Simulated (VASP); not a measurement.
# Fe3Co (P4/mmm) in VASP: a series of runs

Fe3Co is run at these levels: LDA; tasks: single point.

All numbers are computed with VASP 6.6.1; they aren't measurements. Logs are shortened: lines on timing, memory, paths and dates and some standing lists are left out, and cuts for length are marked.

## Step 1: The cell of the first run

The structure is tetragonal, space group P4/mmm (No. 123). The conventional cell has a = 4.043 Å, b = 4.043 Å, c = 2.618 Å, α = 90.00°, β = 90.00°, γ = 90.00°. Fe (site symmetry 4/mmm) has 10 Fe at 2.41 to 2.62 Å and 4 Co at 2.86 Å within 3.2 Å. Within 3.2 Å of Fe (site symmetry mmm) lie 10 Fe at 2.41 to 2.86 Å and 4 Co at 2.41 Å. Within 3.2 Å of Co (site symmetry 4/mmm) lie 12 Fe at 2.41 to 2.86 Å and 2 Co at 2.62 Å.

## Step 2: Single point, LDA, collinear spin, ferromagnetic start

Contents of INCAR:

```
SYSTEM = Fe3Co
PREC     = Accurate       ! precision mode
ENCUT    = 520            ! plane-wave cutoff, eV
EDIFF    = 1E-7           ! SCF threshold, eV
ISMEAR   = 0              ! smearing method
SIGMA    = 0.15           ! smearing width, eV
LREAL    = .False.        ! projectors in reciprocal space
LASPH    = .True.         ! aspherical terms in the spheres
NELM     = 150            ! most SCF steps
ALGO     = Fast           ! electronic algorithm
ISIF     = 2              ! what is computed and relaxed
LWAVE    = .False.        ! write WAVECAR
LCHARG   = .False.        ! write CHGCAR
ISPIN    = 2              ! spin polarisation
MAGMOM   = 2.34 2.66 2.66 1.9 ! initial moments
LORBIT   = 11             ! projections on sites
LMAXMIX  = 4              ! l up to which the mixer works
NBANDS   = 28             ! bands
```

Contents of KPOINTS:

```
regular mesh
0
Gamma
  10 10 14
  0 0 0
```

Contents of POSCAR:

```
Fe3Co
1.0
    4.0433000000      0.0000000000      0.0000000000
    0.0000000000      4.0433000000      0.0000000000
    0.0000000000      0.0000000000      2.6182000000
Fe Co
3 1
Direct
    0.5000000000      0.5000000000      0.0000000000
    0.5000000000      0.0000000000      0.5000000000
    0.0000000000      0.5000000000      0.5000000000
    0.0000000000      0.0000000000      0.0000000000
```

Potentials or basis: VASP PAW LDA potentials, release 64 (Fe, Co).

On the command line:

```sh
$ cat potpaw_LDA.64/Fe/POTCAR potpaw_LDA.64/Co/POTCAR > POTCAR
$ mpirun -np 1 vasp_std > vasp.out
```

OUTCAR:

```text
SYSTEM = Fe3Co
   PREC = Accurate
   ENCUT = 520
   EDIFF = 1E-7
   ISMEAR = 0
   LREAL = .False.
   LASPH = .True.
   NELM = 150
   ISIF = 2
   ISPIN = 2
   LORBIT = 11

 ion  position               nearest neighbor table
   1  0.500  0.500  0.000-   2 2.41   3 2.41   2 2.41   3 2.41   2 2.41   2 2.41   3 2.41   3 2.41
                             4 2.86   4 2.86   4 2.86   4 2.86
   2  0.500  0.000  0.500-   1 2.41   4 2.41   1 2.41   4 2.41   1 2.41   1 2.41   4 2.41   4 2.41
                             3 2.86   3 2.86   3 2.86   3 2.86
   3  0.000  0.500  0.500-   1 2.41   4 2.41   1 2.41   4 2.41   4 2.41   4 2.41   1 2.41   1 2.41
                             2 2.86   2 2.86   2 2.86   2 2.86
   4  0.000  0.000  0.000-   2 2.41   3 2.41   2 2.41   3 2.41   3 2.41   3 2.41   2 2.41   2 2.41
                             1 2.86   1 2.86   1 2.86   1 2.86

  LATTYP: Found a simple tetragonal cell.
 ALAT       =     4.0433000000
 C/A-ratio  =     0.6475403754

  Lattice vectors:

 A1 = (   4.0433000000,   0.0000000000,   0.0000000000)
 A2 = (   0.0000000000,   4.0433000000,   0.0000000000)
 A3 = (   0.0000000000,   0.0000000000,   2.6182000000)

Analysis of symmetry for initial positions (statically):
=====================================================================
 Subroutine PRICEL returns:
 Original cell was already a primitive cell.

 Routine SETGRP: Setting up the symmetry group for a
 simple tetragonal supercell.

 Subroutine GETGRP returns: Found 16 space group operations
 (whereof 16 operations were pure point group operations)
 out of a pool of 16 trial point group operations.

The static configuration has the point symmetry D_4h.

Analysis of symmetry for dynamics (positions and initial velocities):
=====================================================================
 Subroutine PRICEL returns:
 Original cell was already a primitive cell.

 Routine SETGRP: Setting up the symmetry group for a
 simple tetragonal supercell.

 Subroutine GETGRP returns: Found 16 space group operations
 (whereof 16 operations were pure point group operations)
 out of a pool of 16 trial point group operations.

The dynamic configuration has the point symmetry D_4h.

Analysis of structural, dynamic, and magnetic symmetry:
=====================================================================
 Subroutine PRICEL returns:
 Original cell was already a primitive cell.

 Routine SETGRP: Setting up the symmetry group for a
 simple tetragonal supercell.

 Subroutine GETGRP returns: Found 16 space group operations
 (whereof 16 operations were pure point group operations)
 out of a pool of 16 trial point group operations.

The overall configuration has the point symmetry D_4h.

 Subroutine INISYM returns: Found 16 space group operations
 (whereof 16 operations are pure point group operations),
 and found     1 'primitive' translations

----------------------------------------------------------------------------------------

                                     Primitive cell

  volume of cell :      42.8031

  direct lattice vectors                    reciprocal lattice vectors
     4.043300000  0.000000000  0.000000000     0.247322731  0.000000000  0.000000000
     0.000000000  4.043300000  0.000000000     0.000000000  0.247322731  0.000000000
     0.000000000  0.000000000  2.618200000     0.000000000  0.000000000  0.381941792

  length of vectors
     4.043300000  4.043300000  2.618200000     0.247322731  0.247322731  0.381941792

  position of ions in fractional coordinates (direct lattice)
     0.500000000  0.500000000  0.000000000
     0.500000000  0.000000000  0.500000000
     0.000000000  0.500000000  0.500000000
     0.000000000  0.000000000  0.000000000

  ion indices of the primitive-cell ions
   primitive index   ion index
                 1           1
                 2           2
                 3           3
                 4           4

----------------------------------------------------------------------------------------

 KPOINTS: regular mesh

Automatic generation of k-mesh.
 Grid dimensions read from file:
 generate k-points for:   10   10   14

 Generating k-lattice:

  Cartesian coordinates                     Fractional coordinates (reciprocal lattice)
     0.024732273  0.000000000  0.000000000     0.100000000  0.000000000  0.000000000
     0.000000000  0.024732273  0.000000000     0.000000000  0.100000000  0.000000000
     0.000000000  0.000000000  0.027281557     0.000000000  0.000000000  0.071428571

  Length of vectors
     0.024732273  0.024732273  0.027281557

  Shift w.r.t. Gamma in fractional coordinates (k-lattice)
     0.000000000  0.000000000  0.000000000

 Subroutine IBZKPT returns following result:
 ===========================================

 Found    168 irreducible k-points:

 Following reciprocal coordinates:
            Coordinates               Weight
  0.000000  0.000000  0.000000      1.000000
  0.100000  0.000000  0.000000      4.000000
  0.200000  0.000000  0.000000      4.000000
  0.300000  0.000000  0.000000      4.000000
  0.400000  0.000000  0.000000      4.000000
  0.500000  0.000000  0.000000      2.000000
[... 16 lines left out ...]
  0.100000  0.000000  0.071429      8.000000
  0.200000  0.000000  0.071429      8.000000
 [... further k-points ...]
   k-points           NKPTS =    168   k-points in BZ     NKDIM =    168   number of bands    NBANDS=     28
   number of dos      NEDOS =    301   number of ions     NIONS =      4
   total plane-waves  NPLWV =  18000
   dimension x,y,z NGX =    30 NGY =   30 NGZ =   20
   dimension x,y,z NGXF=    60 NGYF=   60 NGZF=   40
   ions per type =               3   1
   NGX,Y,Z   is equivalent  to a cutoff of  12.33, 12.33, 12.70 a.u.
   NGXF,Y,Z  is equivalent  to a cutoff of  24.67, 24.67, 25.40 a.u.
 SYSTEM =  Fe3Co
   PREC   = accura    normal or accurate (medium, high low for compatibility)
   ISTART =      0    job   : 0-new  1-cont  2-samecut
   ICHARG =      2    charge: 1-file 2-atom 10-const
   ISPIN  =      2    spin polarized calculation?
   LNONCOLLINEAR =      F non collinear calculations
   LSORBIT =      F    spin-orbit coupling
   LASPH  =      T    aspherical Exc in radial PAW
   ENCUT  =  520.0 eV  38.22 Ry    6.18 a.u.   7.52  7.52  4.87*2*pi/ulx,y,z
   NELM   =    150;   NELMIN=  2; NELMDL= -5     # of ELM steps
   EDIFF  = 0.1E-06   stopping-criterion for ELM
   LREAL  =      F    real-space projection
   EDIFFG = 0.1E-05   stopping-criterion for IOM
   NSW    =      0    number of steps for IOM
   IBRION =     -1    ionic relax: 0-MD 1-quasi-New 2-CG
   NFREE  =      0    steps in history (QN), initial steepest desc. (CG)
   ISIF   =      2    stress and relaxation
   ISYM   =      2    0-nonsym 1-usesym 2-fastsym
   POTIM  = 0.5000    time-step for ionic-motion
   TEBEG  =    0.0;   TEEND  =   0.0 temperature during run
   PSTRESS=    0.0 pullay stress
   NELECT =      33.0000    total number of electrons
   NUPDOWN=      -1.0000    fix difference up-down
   EMIN   =  10.00;   EMAX   =-10.00  energy-range for DOS
   EFERMI =   0.00;   METHOD = LEGACY
   ISMEAR =     0;   SIGMA  =   0.15  broadening in eV -4-tet -1-fermi 0-gaus
   EFERMI_NEDOS =   21; number of points for ismear=-14 and -15
   IALGO  =     68    algorithm
   IMIX   =      4    mixing-type and parameters
     AMIX     =   0.40;   BMIX     =  1.00
     AMIX_MAG =   1.60;   BMIX_MAG =  1.00
  volume/ion in A,a.u.               =      10.70        72.21
  Fermi-wavevector in a.u.,A,eV,Ry     =   1.501140  2.836743 30.659662  2.253422
  Thomas-Fermi vector in A             =   2.612549
   LORBIT       =     11    0 simple, 1 ext, 2 COOP (PROOUT), +10 PAW based schemes
   GGA     = CA    functional components
   LHFCALC =     F    Hartree Fock is set to
   AEXX    =    0.0000 exact exchange contribution
   IVDW    =     0    specifies the selected vdW correction
   LEPSILON=     F    determine dielectric tensor
   LRPA    =     F    only Hartree local field effects (RPA)
 spin polarized calculation
 RMM-DIIS sequential band-by-band and
 Gauss-broadening in eV      SIGMA  =   0.15
  energy-cutoff  :      520.00
  volume of cell :       42.80
 maximum number of plane-waves:      1178
   NGX = 15   NGY = 15   NGZ =  9

 number of electron      33.0000011 magnetization       8.4789343

 Free energy of the ion-electron system (eV)
  ---------------------------------------------------
  ext. energy  EPLUGINS =         0.00000000
  ---------------------------------------------------
  free energy    TOTEN  =       -35.61835024 eV

  energy without entropy =      -35.57213833  energy(sigma->0) =      -35.59524429

 E-fermi :   7.4413     XC(G=0): -13.7653

 val. band max:        7.4382999127   @ k =   0.3000   0.1000   0.0714
 cond. band min:       7.4418409310   @ k =   0.4000   0.4000   0.0000
 fundamental gap:      0.0035410183
 Fermi energy:         7.4412894013

 spin component 1

 k-point     1 :       0.0000    0.0000    0.0000
  band No.  band energies     occupation
      1      -1.6548      1.00000
      2       1.9993      1.00000
      3       2.0454      1.00000
      4       2.0572      1.00000
      5       2.2580      1.00000
      6       4.0924      1.00000
[... 733 lines left out ...]
     27      16.3019      0.00000
     28      19.5781      0.00000

 [... further k-points ...]

 spin component 2

 k-point     1 :       0.0000    0.0000    0.0000
  band No.  band energies     occupation
      1      -1.2698      1.00000
      2       3.1865      1.00000
      3       3.2222      1.00000
      4       3.5691      1.00000
      5       3.7762      1.00000
      6       5.7174      1.00000
[... 733 lines left out ...]
     27      17.4250      0.00000
     28      20.2057      0.00000

 [... further k-points ...]

------------------------ aborting loop because EDIFF is reached ----------------------------------------

  FORCE on cell =-STRESS in cart. coord.  units (eV):
  Direction    XX          YY          ZZ          XY          YZ          ZX
  --------------------------------------------------------------------------------------
  -------------------------------------------------------------------------------------
  Total       -2.2323976     -2.2323976      1.0920268      0.0000000     -0.0000000      0.0000000
  in kB      -83.5617215    -83.5617215     40.8760700      0.0000000     -0.0000000      0.0000000
  external PRESSURE =     -42.0824577 kB  Pullay stress =       0.0000000 kB

 VOLUME and BASIS-vectors are now :
 -----------------------------------------------------------------------------
  energy-cutoff  :      520.00
  volume of cell :       42.80
      direct lattice vectors                 reciprocal lattice vectors
     4.043300000  0.000000000  0.000000000     0.247322731  0.000000000  0.000000000
     0.000000000  4.043300000  0.000000000     0.000000000  0.247322731  0.000000000
     0.000000000  0.000000000  2.618200000     0.000000000  0.000000000  0.381941792

 POSITION                                       TOTAL-FORCE (eV/Angst)
 -----------------------------------------------------------------------------------
      2.02165      2.02165      0.00000         0.000000      0.000000      0.000000
      2.02165      0.00000      1.30910         0.000000      0.000000      0.000000
      0.00000      2.02165      1.30910         0.000000      0.000000      0.000000
      0.00000      0.00000      0.00000         0.000000      0.000000      0.000000
 -----------------------------------------------------------------------------------
    total drift:                                0.000000      0.000000     -0.000000

  FREE ENERGIE OF THE ION-ELECTRON SYSTEM (eV)
  ---------------------------------------------------
  free  energy   TOTEN  =       -35.6183502428 eV

  energy  without entropy=      -35.5721383293  energy(sigma->0) =      -35.59524429

 total charge

# of ion       s       p       d       tot
------------------------------------------
    1        0.515   0.576   6.329   7.420
    2        0.509   0.582   6.278   7.370
    3        0.509   0.582   6.278   7.370
    4        0.513   0.570   7.300   8.383
--------------------------------------------------
tot          2.047   2.310  26.185  30.542

 magnetization (x)

# of ion       s       p       d       tot
------------------------------------------
    1       -0.006  -0.025   2.101   2.071
    2       -0.007  -0.029   2.378   2.343
    3       -0.007  -0.029   2.378   2.343
    4       -0.014  -0.038   1.664   1.612
--------------------------------------------------
tot         -0.033  -0.119   8.520   8.368
```

It took 8.8 min on 1 thread of Intel Xeon Platinum 8259CL at 2.50GHz (Skylake/Cascade Lake), shared host; peak memory 0.37 GiB.

What came out:

* Free energy: -35.6184 eV
* Pressure: -4.2 GPa
* Net moment: 8.48 μB per cell
* Site moments: Fe +2.07, +2.34 (each value once); Co +1.61 μB
* Valence electrons inside the program's atomic spheres: Fe 7.42, 7.37 (each value once); Co 8.38

Caveat: the stress differs along the axes, from -8 to 4 GPa.

(Continued in part 2 of 2.)
